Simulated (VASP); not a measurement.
MgO, 2 atoms in the cell. The structure is orthorhombic, space group Immm (No. 71). The conventional cell has a = 2.887 Å, b = 3.152 Å, c = 4.270 Å, α = 90.00°, β = 90.00°, γ = 90.00°. Mg (site symmetry mmm) has 6 O at 2.14 Å and 2 Mg at 2.89 Å within 2.9 Å. O (site symmetry mmm) has 6 Mg at 2.14 Å and 2 O at 2.89 Å within 2.9 Å.  This cell differs from its parent crystal: strain +0.0875 x Voigt [0, 0, 0, 0, 0, 1].

```yaml
Program: VASP 6.6.1
Task: single point
Functional: LDA
Potentials_or_basis: VASP PAW LDA potentials, release 64 (Mg_sv, O)
Cutoff: 750 eV
k_mesh: 10 × 10 × 10
Occupations: gaussian, width 0.05 eV
Spin: no spin polarisation
Dipole_correction: no
Mended: yes
Further_INCAR_settings: ALGO = Normal; EDIFF = 1e-06; NBANDS = 15
```

Potentials or basis: VASP PAW LDA potentials, release 64 (Mg_sv, O).

Run with:

```console
$ cat potpaw_LDA.64/Mg_sv/POTCAR potpaw_LDA.64/O/POTCAR > POTCAR
$ mpirun -np 1 vasp_std > vasp.out
```

Hardware: 1 thread of Intel(R) Xeon(R) Platinum 8488C (Sapphire Rapids) (shared host).

Q: How long does it take, and how much memory?

A: It took 81 s on 1 thread of Intel(R) Xeon(R) Platinum 8488C (Sapphire Rapids), with other jobs on the host, peak memory 0.2 GiB. Counts: scf iterations 12, k points 171.
